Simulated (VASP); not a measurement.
Set up this calculation in VASP 6.6.1, as the native input.

- Task: relaxation of cell and atoms
- Functional: PBE
- Potentials or basis: VASP PAW PBE potentials, release 64 (Be, S)
- Cutoff: 600 eV
- k mesh: 6 × 6 × 6
- Occupations: gaussian, width 0.02 eV
- Spin: no spin polarisation
- Dipole correction: no
- Further INCAR settings: ALGO = Normal; EDIFF = 1e-06; IBRION = 2; EDIFFG = -0.01; NSW = 100; ISIF = 3

The structure of BeS lies in POSCAR:

```
BeS
1.0
   -3.3759136451      3.3759136451      2.8346529007
    3.3759136451     -3.3759136451      2.8346529007
    3.3759136451      3.3759136451     -2.8346529007
Be S
4 4
Direct
    0.5460355413      0.0460355413      0.2223679850
    0.8236675563      0.3236675563      0.7776320150
    0.0460355413      0.8236675563      0.5000000000
    0.3236675563      0.5460355413      0.5000000000
    0.6572929848      0.4730039177      0.5000000000
    0.9730039177      0.1572929848      0.5000000000
    0.1572929848      0.6572929848      0.1842890671
    0.4730039177      0.9730039177      0.8157109329
```

The cell was generated, and may not be a known phase.

These files were run (other wordings do the same):

INCAR

```
PREC     = Accurate       # precision mode
ENCUT    = 600            # plane-wave cutoff, eV
EDIFF    = 1E-6           # SCF threshold, eV
ISMEAR   = 0              # smearing method
SIGMA    = 0.02           # smearing width, eV
LREAL    = F              # projectors in reciprocal space
LASPH    = T              # aspherical terms in the spheres
NELM     = 100            # most SCF steps
ALGO     = Normal         # electronic algorithm
ISIF     = 3              # what is computed and relaxed
LWAVE    = F              # write WAVECAR
LCHARG   = F              # write CHGCAR
GGA      = PE             # functional
IBRION   = 2              # ionic algorithm
NSW      = 100            # ionic steps
EDIFFG   = -0.01          # ionic threshold
```

KPOINTS

```
Automatic mesh
0
Gamma
  6 6 6
```

Potentials or basis: VASP PAW PBE potentials, release 64 (Be, S).

Launch:

```sh
$ cat potpaw_PBE.64/Be/POTCAR potpaw_PBE.64/S/POTCAR > POTCAR
$ mpirun -np 1 vasp_std > vasp.out
```

Results of the run:

```json
{"Relaxed volume": "16.18 Å³/atom", "Relaxed cell": "a = 5.555 Å, b = 5.555 Å, c = 5.555 Å, α = 105.13°, β = 105.13°, γ = 118.55°", "Space group after relaxing (to 0.1 Å)": "I4cm (No. 108)", "Energy gained by relaxing": "0.0 meV/atom", "Ionic steps": "2", "Pressure after relaxing": "0.0 GPa", "Largest force after relaxing": "0.008 eV/Å", "Band gap on the k mesh": "4.06 eV"}
```

It took 2.3 min on 1 thread of Intel(R) Xeon(R) Platinum 8488C (Sapphire Rapids), with other jobs on the host, peak memory 0.36 GiB.
